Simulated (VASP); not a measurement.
A run of VASP 6.6.1 is set up as follows.

INCAR

```
SYSTEM = ScBiTe3
PREC = Accurate
ENCUT = 520
EDIFF = 1E-6
ISMEAR = 0
SIGMA = 0.1
LREAL = .False.
LASPH = .True.
NELM = 150
ALGO = Fast
ISIF = 2
LWAVE = .False.
LCHARG = .False.
ISPIN = 2
MAGMOM = 1 0 0 0 0
LORBIT = 11
LMAXMIX = 4
GGA = PE
NBANDS = 34
```

Contents of KPOINTS:

```
regular mesh
0
Gamma
  4 4 2
  0 0 0
```

Contents of POSCAR:

```
ScBiTe3
1.0
    4.1942487082      0.0000000000      0.0000000000
    0.0000000000      4.1942487082      0.0000000000
    0.0000000000      0.0000000000      9.4216460703
Sc Bi Te
1 1 3
Direct
    0.0000000000      0.0000000000      0.5000000000
    0.5000000000      0.5000000000      0.0000000000
    0.5000000000      0.5000000000      0.3354090210
    0.5000000000      0.5000000000      0.6645909790
    0.0000000000      0.0000000000      0.0000000000
```

Potentials or basis: VASP PAW PBE potentials, release 64 (Sc_sv, Bi_d, Te).

Command:

```sh
$ cat potpaw_PBE.64/Sc_sv/POTCAR potpaw_PBE.64/Bi_d/POTCAR potpaw_PBE.64/Te/POTCAR > POTCAR
$ mpirun -np 1 vasp_std > vasp.out
```

Question: Estimate the band gap on the k mesh.

Answer: Zero (filled and empty bands overlap).

Question: Predict the net moment.

Answer: 0.00 μB per cell.

Stress tensor (GPa, compression positive):
```
-0.07  0.00  0.00
 0.00 -0.07  0.00
 0.00  0.00  0.10
```

Caveat: the k points lie up to 0.37 Å⁻¹ apart, too coarse for converged energies and pressures of a metal; spin-orbit coupling is left out, which moves the levels of the heavy elements.
